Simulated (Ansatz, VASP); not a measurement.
**Au in VASP and in Ansatz**

The input INCAR:

```
ALGO     = Normal         # electronic algorithm
EDIFF    = 1E-6           # SCF threshold, eV
ENCUT    = 520            # plane-wave cutoff, eV
GGA      = PS             # functional
ISIF     = 2              # what is computed and relaxed
ISMEAR   = 1              # smearing method
LASPH    = True           # aspherical terms in the spheres
LCHARG   = False          # write CHGCAR
LREAL    = False          # projectors in reciprocal space
LWAVE    = False          # write WAVECAR
NBANDS   = 18             # bands
NELM     = 100            # most SCF steps
PREC     = Accurate       # precision mode
SIGMA    = 0.15           # smearing width, eV
```

The input KPOINTS:

```
k-points
0
Gamma
  11 11 6
```

File POSCAR:

```
Au
1.0
    2.8508379602      0.0000000000      0.0000000000
   -1.4254189801      2.4688984191      0.0000000000
    0.0000000000      0.0000000000      4.7972721538
Au
2
Direct
    0.3333333333      0.6666666667      0.7500000000
    0.6666666667      0.3333333333      0.2500000000
```

Input for Ansatz:

```yaml
crystal:
  lattice:
    - [2.8508379602255194, 0.0, 0.0]
    - [-1.4254189801127597, 2.4688984190756647, 0.0]
    - [0.0, 0.0, 4.797272153758805]
  atoms:
    - { symbol: Au, position: [0.3333333333333333, 0.6666666666666666, 0.75] }
    - { symbol: Au, position: [0.6666666666666666, 0.3333333333333333, 0.25] }
basis:
  ecutwfc: 500.0
kpoints:
  mp_grid:
    grid: [11, 11, 6]
hamiltonian:
  xc: pbesol
  pseudopotentials:
    kind: paw
scf:
  occupations:
    method: methfessel_paxton
    width: 0.15
output:
  stress: true
```

Alike in both runs: task single point; functional PBEsol; k mesh 11 × 11 × 6; occupations methfessel-paxton of order 1, width 0.15 eV; no spin polarisation.

|  | VASP | Ansatz |
| --- | --- | --- |
| version | VASP 6.6.1 | Ansatz 0.2.0 |
| potentials or method | VASP PAW PBE potentials, release 64 (Au), cutoff 520 eV | plane waves, PAW |
| valence electrons in the cell | 22 | 38 |

VASP gave:

* pressure (GPa): 1.3
* traceless stress, the component that is largest in VASP (GPa): -0.95

Task: What did Ansatz give for the same quantities?

Result: Pressure (GPa): 1.5; traceless stress, the component that is largest in VASP (GPa): -0.96.

VASP's potentials were made for PBE, not for PBEsol. The functional is the same, so the differences come from potentials, cutoffs and numerics. VASP's potentials hold 22 valence electrons a cell and Ansatz's 38, so a difference there can come from the potentials and not from the codes.

Spin-orbit coupling is off throughout.
